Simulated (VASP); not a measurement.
ZrTi: single point with LDA

The system is ZrTi.

```
Zr Ti
1.0
     3.09105    0.00000    0.00000
     0.00000    3.09105    0.00000
     0.00000    0.00000    4.16959
Zr Ti
1 1
Direct
  0.50000 0.50000 0.50000
  0.00000 0.00000 0.00000
```

```
Program             : VASP 6.6.1
Task                : single point
Functional          : LDA
Potentials or basis : VASP PAW LDA potentials, release 64 (Zr_sv, Ti_sv)
Cutoff              : 520 eV
k mesh              : 7 × 7 × 6
Occupations         : fermi-dirac, width 0.1 eV
Spin                : no spin polarisation
```

The pressure is -5.3 GPa and the band gap on the k mesh is zero (band 12 reaches 9.42 eV, above the bottom of band 13 at 8.20 eV).

Stress tensor (GPa, compression positive):
```
-5.05  0.00  0.00
 0.00 -5.05  0.00
 0.00  0.00 -5.91
```

Levels at points of the mesh, in eV from the Fermi level:
```tsv
k point	band 9	band 10	band 11	band 12	band 13	band 14	band 15	band 16
(0.00, 0.00, 0.00)	-5.76	-2.84	-2.12	0.70	0.70	1.13	2.17	2.96
(0.00, 0.00, 0.50)	-3.59	-3.20	-0.97	-0.56	1.07	1.56	1.56	1.96
```

Run time: 39 s on 1 thread of Intel Xeon 8259CL, on a shared host, peak memory 0.12 GiB.
